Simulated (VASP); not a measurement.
Set up this calculation in VASP 6.6.1, as the native input.

```yaml
Task: relaxation of cell and atoms
Functional: PBE
Potentials_or_basis: VASP PAW PBE potentials, release 64 (Os)
Cutoff: 600 eV
k_mesh: 9 × 9 × 9
Occupations: fermi-dirac, width 0.05 eV
Spin: no spin polarisation
Dipole_correction: no
Further_INCAR_settings: ALGO = Normal; EDIFF = 1e-07; IBRION = 2; EDIFFG = -0.01; NSW = 80; ISIF = 3
```

The structure of Os lies in POSCAR:

```
Os
1.0
    2.5564757175      0.0000000000      0.0000000000
    0.0000000000      2.5564757175      0.0000000000
    0.0000000000      0.0000000000      2.5564757175
Os
1
Direct
    0.0000000000      0.0000000000      0.0000000000
```

One way to write it, as run:

INCAR

```
ALGO = Normal
EDIFF = 1E-7
EDIFFG = -0.01
ENCUT = 600
GGA = PE
IBRION = 2
ISIF = 3
ISMEAR = -1
LASPH = T
LCHARG = F
LREAL = F
LWAVE = F
NELM = 60
NSW = 80
PREC = Accurate
SIGMA = 0.05
```

KPOINTS

```
k-points
0
Gamma
  9 9 9
```

Potentials or basis: VASP PAW PBE potentials, release 64 (Os).

Command:

```sh
$ cat potpaw_PBE.64/Os/POTCAR > POTCAR
$ mpirun -np 1 vasp_std > vasp.out
```

Results of the run:

The relaxed volume is 16.69 Å³/atom. The relaxed cell is a = 2.556 Å, b = 2.556 Å, c = 2.556 Å, α = 90.00°, β = 90.00°, γ = 90.00° and the space group after relaxing (to 0.05 Å) is Pm-3m (No. 221). The energy gained by relaxing is 0.0 meV/atom, the ionic steps are 3 and the pressure after relaxing is 0.0 GPa. The band gap on the k mesh is zero (band 4 reaches 11.23 eV, above the bottom of band 5 at 6.29 eV).

Caveat: spin-orbit coupling is left out, which moves the levels of the heavy elements.

Run time: 6.1 s on 1 thread of Intel(R) Xeon(R) Platinum 8488C (Sapphire Rapids), with other jobs on the host, peak memory 0.13 GiB.
